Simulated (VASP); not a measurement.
Input of a VASP 6.6.1 run:

The input INCAR:

```
SYSTEM = Hg
PREC = Accurate ; ENCUT = 520
EDIFF = 1E-7 ; ISMEAR = 0
SIGMA = 0.1 ; LREAL = .False.
LASPH = .True. ; NELM = 60
ALGO = Normal ; ISIF = 2
LWAVE = .False. ; LCHARG = .False.
GGA = PE ; IVDW = 12
NBANDS = 12
```

The input KPOINTS:

```
regular mesh
0
Gamma
  16 16 16
  0 0 0
```

File POSCAR:

```
Hg
1.0
    0.0000000000      2.3398144970      2.3398144970
    2.3398144970      0.0000000000      2.3398144970
    2.3398144970      2.3398144970      0.0000000000
Hg
1
Direct
    0.0000000000      0.0000000000      0.0000000000
```

Potentials or basis: VASP PAW PBE potentials, release 64 (Hg).

The run is started by

```sh
$ cat potpaw_PBE.64/Hg/POTCAR > POTCAR
$ mpirun -np 1 vasp_std > vasp.out
```

(1) Estimate the pressure.

(2) Estimate the dispersion energy per atom.

(3) Estimate the band gap on the k mesh.

Answers

(1) -0.2 GPa.

(2) -0.409 eV.

(3) zero (band 6 reaches 2.25 eV, above the bottom of band 7 at 0.87 eV).

Caveat: spin-orbit coupling is left out, which moves the levels of the heavy elements; pairwise dispersion overbinds metals, which lowers pressure and volume.
